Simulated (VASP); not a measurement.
# SrO (Fm-3m) in VASP: notebook

Aim: see how the results for SrO move with the level of theory and the settings. Levels: LDA, PBE-based global hybrid. Tasks: single point.

Everything below comes from runs of VASP 6.6.1. Logs are shortened: lines on timing, memory, paths and dates and some standing lists are left out, and cuts for length are marked.

## Step 1: The cell of the first run

The structure is cubic, space group Fm-3m (No. 225). The conventional cell has a = 5.133 Å, b = 5.133 Å, c = 5.133 Å, α = 90.00°, β = 90.00°, γ = 90.00°. Within 3.4 Å of Sr (site symmetry m-3m) lie 6 O at 2.57 Å. Within 3.4 Å of O (site symmetry m-3m) lie 6 Sr at 2.57 Å.

## Step 2: Single point, LDA

The input, INCAR:

```
PREC = Accurate
ENCUT = 520
EDIFF = 1E-6
ISMEAR = -1
SIGMA = 0.1
LREAL = F
LASPH = T
NELM = 100
ALGO = Normal
ISIF = 2
LWAVE = F
LCHARG = T
LELF = T
LVHAR = T
NBANDS = 15
```

The input, KPOINTS:

```
regular mesh
0
Gamma
  12 12 12
```

The input, POSCAR:

```
SrO
1.0
    0.0000000000      2.5663000000      2.5663000000
    2.5663000000      0.0000000000      2.5663000000
    2.5663000000      2.5663000000      0.0000000000
Sr O
1 1
Direct
    0.5000000000      0.5000000000      0.5000000000
    0.0000000000      0.0000000000      0.0000000000
```

Potentials or basis: VASP PAW LDA potentials, release 64 (Sr_sv, O).

The run is started by

```console
> cat potpaw_LDA.64/Sr_sv/POTCAR potpaw_LDA.64/O/POTCAR > POTCAR
> mpirun -np 1 vasp_std > vasp.out
```

OUTCAR:

```text
PREC = Accurate
   ENCUT = 520
   EDIFF = 1E-6
   ISMEAR = -1
   LREAL = F
   LASPH = T
   NELM = 100
   ISIF = 2

 ion  position               nearest neighbor table
   1  0.500  0.500  0.500-   2 2.57   2 2.57   2 2.57   2 2.57   2 2.57   2 2.57
   2  0.000  0.000  0.000-   1 2.57   1 2.57   1 2.57   1 2.57   1 2.57   1 2.57

  LATTYP: Found a face centered cubic cell.
 ALAT       =     5.1326000000

  Lattice vectors:

 A1 = (   0.0000000000,   2.5663000000,   2.5663000000)
 A2 = (   2.5663000000,   0.0000000000,   2.5663000000)
 A3 = (   2.5663000000,   2.5663000000,   0.0000000000)

Analysis of symmetry for initial positions (statically):
=====================================================================
 Subroutine PRICEL returns:
 Original cell was already a primitive cell.

 Routine SETGRP: Setting up the symmetry group for a
 face centered cubic supercell.

 Subroutine GETGRP returns: Found 48 space group operations
 (whereof 48 operations were pure point group operations)
 out of a pool of 48 trial point group operations.

The static configuration has the point symmetry O_h .

Analysis of symmetry for dynamics (positions and initial velocities):
=====================================================================
 Subroutine PRICEL returns:
 Original cell was already a primitive cell.

 Routine SETGRP: Setting up the symmetry group for a
 face centered cubic supercell.

 Subroutine GETGRP returns: Found 48 space group operations
 (whereof 48 operations were pure point group operations)
 out of a pool of 48 trial point group operations.

The dynamic configuration has the point symmetry O_h .

 Subroutine INISYM returns: Found 48 space group operations
 (whereof 48 operations are pure point group operations),
 and found     1 'primitive' translations

----------------------------------------------------------------------------------------

                                     Primitive cell

  volume of cell :      33.8028

  direct lattice vectors                    reciprocal lattice vectors
     0.000000000  2.566300000  2.566300000    -0.194833028  0.194833028  0.194833028
     2.566300000  0.000000000  2.566300000     0.194833028 -0.194833028  0.194833028
     2.566300000  2.566300000  0.000000000     0.194833028  0.194833028 -0.194833028

  length of vectors
     3.629296265  3.629296265  3.629296265     0.337460704  0.337460704  0.337460704

  position of ions in fractional coordinates (direct lattice)
     0.500000000  0.500000000  0.500000000
     0.000000000  0.000000000  0.000000000

  ion indices of the primitive-cell ions
   primitive index   ion index
                 1           1
                 2           2

----------------------------------------------------------------------------------------

 KPOINTS: regular mesh

Automatic generation of k-mesh.
 Grid dimensions read from file:
 generate k-points for:   12   12   12

 Generating k-lattice:

  Cartesian coordinates                     Fractional coordinates (reciprocal lattice)
    -0.016236086  0.016236086  0.016236086     0.083333333  0.000000000  0.000000000
     0.016236086 -0.016236086  0.016236086     0.000000000  0.083333333  0.000000000
     0.016236086  0.016236086 -0.016236086     0.000000000  0.000000000  0.083333333

  Length of vectors
     0.028121725  0.028121725  0.028121725

  Shift w.r.t. Gamma in fractional coordinates (k-lattice)
     0.000000000  0.000000000  0.000000000

 Subroutine IBZKPT returns following result:
 ===========================================

 Found     72 irreducible k-points:

 Following reciprocal coordinates:
            Coordinates               Weight
  0.000000  0.000000  0.000000      1.000000
  0.083333  0.000000  0.000000      8.000000
  0.166667  0.000000  0.000000      8.000000
  0.250000  0.000000  0.000000      8.000000
  0.333333  0.000000  0.000000      8.000000
  0.416667  0.000000  0.000000      8.000000
[... 16 lines left out ...]
  0.500000  0.166667  0.000000     24.000000
 -0.416667  0.166667  0.000000     24.000000
 [... further k-points ...]
   k-points           NKPTS =     72   k-points in BZ     NKDIM =     72   number of bands    NBANDS=     15
   number of dos      NEDOS =    301   number of ions     NIONS =      2
   total plane-waves  NPLWV =  21952
   dimension x,y,z NGX =    28 NGY =   28 NGZ =   28
   dimension x,y,z NGXF=    56 NGYF=   56 NGZF=   56
   ions per type =               1   1
   NGX,Y,Z   is equivalent  to a cutoff of  12.83, 12.83, 12.83 a.u.
   NGXF,Y,Z  is equivalent  to a cutoff of  25.65, 25.65, 25.65 a.u.
 SYSTEM =  unknown system
   PREC   = accura    normal or accurate (medium, high low for compatibility)
   ISTART =      0    job   : 0-new  1-cont  2-samecut
   ICHARG =      2    charge: 1-file 2-atom 10-const
   ISPIN  =      1    spin polarized calculation?
   LNONCOLLINEAR =      F non collinear calculations
   LSORBIT =      F    spin-orbit coupling
   LASPH  =      T    aspherical Exc in radial PAW
   ENCUT  =  520.0 eV  38.22 Ry    6.18 a.u.   6.75  6.75  6.75*2*pi/ulx,y,z
   NELM   =    100;   NELMIN=  2; NELMDL= -5     # of ELM steps
   EDIFF  = 0.1E-05   stopping-criterion for ELM
   LREAL  =      F    real-space projection
   EDIFFG = 0.1E-04   stopping-criterion for IOM
   NSW    =      0    number of steps for IOM
   IBRION =     -1    ionic relax: 0-MD 1-quasi-New 2-CG
   NFREE  =      0    steps in history (QN), initial steepest desc. (CG)
   ISIF   =      2    stress and relaxation
   ISYM   =      2    0-nonsym 1-usesym 2-fastsym
   POTIM  = 0.5000    time-step for ionic-motion
   TEBEG  =    0.0;   TEEND  =   0.0 temperature during run
   PSTRESS=    0.0 pullay stress
   NELECT =      16.0000    total number of electrons
   NUPDOWN=      -1.0000    fix difference up-down
   EMIN   =  10.00;   EMAX   =-10.00  energy-range for DOS
   EFERMI =   0.00;   METHOD = LEGACY
   ISMEAR =    -1;   SIGMA  =   0.10  broadening in eV -4-tet -1-fermi 0-gaus
   EFERMI_NEDOS =   21; number of points for ismear=-14 and -15
   IALGO  =     38    algorithm
   IMIX   =      4    mixing-type and parameters
     AMIX     =   0.40;   BMIX     =  1.00
     AMIX_MAG =   1.60;   BMIX_MAG =  1.00
  volume/ion in A,a.u.               =      16.90       114.06
  Fermi-wavevector in a.u.,A,eV,Ry     =   1.275843  2.410995 22.147245  1.627777
  Thomas-Fermi vector in A             =   2.408533
   LORBIT       =      0    0 simple, 1 ext, 2 COOP (PROOUT), +10 PAW based schemes
   GGA     = CA    functional components
   LHFCALC =     F    Hartree Fock is set to
   AEXX    =    0.0000 exact exchange contribution
   IVDW    =     0    specifies the selected vdW correction
   LEPSILON=     F    determine dielectric tensor
   LRPA    =     F    only Hartree local field effects (RPA)
 non-spin polarized calculation
  energy-cutoff  :      520.00
  volume of cell :       33.80
 maximum number of plane-waves:       941
   NGX = 13   NGY = 13   NGZ = 13

 number of electron      15.9999996 magnetization

 Free energy of the ion-electron system (eV)
  ---------------------------------------------------
  ext. energy  EPLUGINS =         0.00000000
  ---------------------------------------------------
  free energy    TOTEN  =       -13.37757920 eV

  energy without entropy =      -13.37757918  energy(sigma->0) =      -13.37757919

 E-fermi :   3.0521     XC(G=0): -10.5532

 val. band max:        1.3698054476   @ k =   0.0000   0.0000   0.0000
 cond. band min:       4.4651737832   @ k =   0.5000   0.5000   0.0000
 fundamental gap:      3.0953683356
 Fermi energy:         3.0521359869

 k-point     1 :       0.0000    0.0000    0.0000
  band No.  band energies     occupation
      1     -30.6959      2.00000
      2     -13.3975      2.00000
      3     -12.4164      2.00000
      4     -12.4164      2.00000
      5     -12.4164      2.00000
      6       1.3698      2.00000
      7       1.3698      2.00000
      8       1.3698      2.00000
      9       5.2092      0.00000
     10       7.4856      0.00000
     11       7.4856      0.00000
     12       7.4856      0.00000
     13       9.7223      0.00000
     14       9.7223      0.00000
     15      13.8367      0.00000

 k-point     2 :       0.0833    0.0000    0.0000
  band No.  band energies     occupation
      1     -30.6862      2.00000
      2     -13.6137      2.00000
      3     -12.4223      2.00000
      4     -12.4223      2.00000
      5     -12.2231      2.00000
      6       1.1377      2.00000
      7       1.2746      2.00000
      8       1.2746      2.00000
      9       5.5479      0.00000
     10       7.3985      0.00000
     11       7.6263      0.00000
     12       7.6263      0.00000
     13       9.9131      0.00000
     14       9.9131      0.00000
     15      14.3169      0.00000

 k-point     3 :       0.1667    0.0000    0.0000
  band No.  band energies     occupation
      1     -30.6593      2.00000
      2     -14.0202      2.00000
      3     -12.4385      2.00000
      4     -12.4385      2.00000
      5     -11.8799      2.00000
      6       0.6139      2.00000
      7       1.0303      2.00000
      8       1.0303      2.00000
      9       6.3813      0.00000
     10       7.2717      0.00000
     11       8.0323      0.00000
     12       8.0323      0.00000
     13      10.4363      0.00000
     14      10.4363      0.00000
     15      15.5461      0.00000
[... 343 lines left out ...]
 k-point    23 :       0.5000    0.1667    0.0000
  band No.  band energies     occupation
      1     -30.5364      2.00000
      2     -14.8032      2.00000
      3     -12.7018      2.00000
      4     -12.5819      2.00000
      5     -11.4206      2.00000
      6      -0.3876      2.00000
      7       0.3992      2.00000
      8       0.4639      2.00000
      9       7.2453      0.00000
     10       8.6736      0.00000
     11      10.5991      0.00000
     12      10.7483      0.00000
     13      12.9392      0.00000
     14      13.4394      0.00000
     15      15.2365      0.00000

 k-point    24 :      -0.4167    0.1667    0.0000
  band No.  band energies     occupation
      1     -30.5338      2.00000
      2     -14.8366      2.00000
      3     -12.7504      2.00000
      4     -12.5491      2.00000
      5     -11.3600      2.00000
      6      -0.4886      2.00000
      7       0.3204      2.00000
      8       0.4985      2.00000
      9       7.7536      0.00000
     10       8.4359      0.00000
     11      10.3556      0.00000
     12      10.7662      0.00000
     13      13.0969      0.00000
     14      13.9270      0.00000
     15      14.9433      0.00000

 [... further k-points ...]

------------------------ aborting loop because EDIFF is reached ----------------------------------------

  FORCE on cell =-STRESS in cart. coord.  units (eV):
  Direction    XX          YY          ZZ          XY          YZ          ZX
  --------------------------------------------------------------------------------------
  -------------------------------------------------------------------------------------
  Total       -0.6601955     -0.6601955     -0.6601955      0.0000000     -0.0000000     -0.0000000
  in kB      -31.2918232    -31.2918232    -31.2918232      0.0000000     -0.0000000     -0.0000000
  external PRESSURE =     -31.2918232 kB  Pullay stress =       0.0000000 kB

 VOLUME and BASIS-vectors are now :
 -----------------------------------------------------------------------------
  energy-cutoff  :      520.00
  volume of cell :       33.80
      direct lattice vectors                 reciprocal lattice vectors
     0.000000000  2.566300000  2.566300000    -0.194833028  0.194833028  0.194833028
     2.566300000  0.000000000  2.566300000     0.194833028 -0.194833028  0.194833028
     2.566300000  2.566300000  0.000000000     0.194833028  0.194833028 -0.194833028

 POSITION                                       TOTAL-FORCE (eV/Angst)
 -----------------------------------------------------------------------------------
      2.56630      2.56630      2.56630         0.000000      0.000000     -0.000000
      0.00000      0.00000      0.00000         0.000000      0.000000      0.000000
 -----------------------------------------------------------------------------------
    total drift:                                0.000000      0.000000      0.000000

  FREE ENERGIE OF THE ION-ELECTRON SYSTEM (eV)
  ---------------------------------------------------
  free  energy   TOTEN  =       -13.3775792037 eV

  energy  without entropy=      -13.3775791806  energy(sigma->0) =      -13.37757919
```

Run time: 20 s. Hardware: 1 thread of Intel Xeon Platinum 8488C (Sapphire Rapids), shared host; peak memory 0.16 GiB.

Results:

```
Free energy            : -13.3776 eV
Pressure               : -3.1 GPa
Band gap on the k mesh : 3.10 eV, indirect (least direct gap 3.18 eV)
```

Levels at points of the mesh, in eV from the valence-band top:
```tsv
k point	band 4	band 5	band 6	band 7	band 8	band 9	band 10	band 11	band 12	band 13
(0.00, 0.00, 0.00)	-13.79	-13.79	0.00	0.00	0.00	3.84	6.12	6.12	6.12	8.35
(0.50, 0.00, 0.00)	-13.87	-12.49	-2.25	-1.17	-1.17	6.47	8.31	8.83	8.83	12.01
(0.50, 0.50, 0.00)	-14.18	-14.18	-0.42	-0.08	-0.08	3.10	7.80	10.22	10.22	11.19
```

## Step 3: Single point, LDA

The input, INCAR:

```
SYSTEM = SrO
PREC = Accurate
ENCUT = 520
EDIFF = 1E-6
ISMEAR = -1
SIGMA = 0.1
LREAL = .FALSE.
LASPH = .TRUE.
NELM = 60
ALGO = Normal
ISIF = 2
LWAVE = .FALSE.
LCHARG = .FALSE.
GGA = CA
NBANDS = 15
```

The input, KPOINTS:

```
Automatic mesh
0
G
  15 15 15
  0 0 0
```

POSCAR is that of step 2.

Potentials or basis: VASP PAW LDA potentials, release 64 (Sr_sv, O).

The run is started by

```console
> cat potpaw_LDA.64/Sr_sv/POTCAR potpaw_LDA.64/O/POTCAR > POTCAR
> mpirun -np 1 vasp_std > vasp.out
```

It took 35 s on 1 thread of Intel Xeon Platinum 8488C (Sapphire Rapids), shared host; peak memory 0.18 GiB.

Results (log left out):

- Free energy: -13.3776 eV
- Pressure: -3.1 GPa
- Band gap on the k mesh: 3.12 eV, indirect (least direct gap 3.20 eV)

Levels at points of the mesh, in eV from the valence-band top:
| k point | band 5 | band 6 | band 7 | band 8 | band 9 | band 10 | band 11 | band 12 |
| --- | --- | --- | --- | --- | --- | --- | --- | --- |
| (0.00, 0.00, 0.00) | -13.79 | 0.00 | 0.00 | 0.00 | 3.84 | 6.12 | 6.12 | 6.12 |

A k mesh can miss the band edges. Expect the measured gap to be larger: semilocal functionals such as LDA lack the derivative discontinuity.

[end of part 1 of 2]
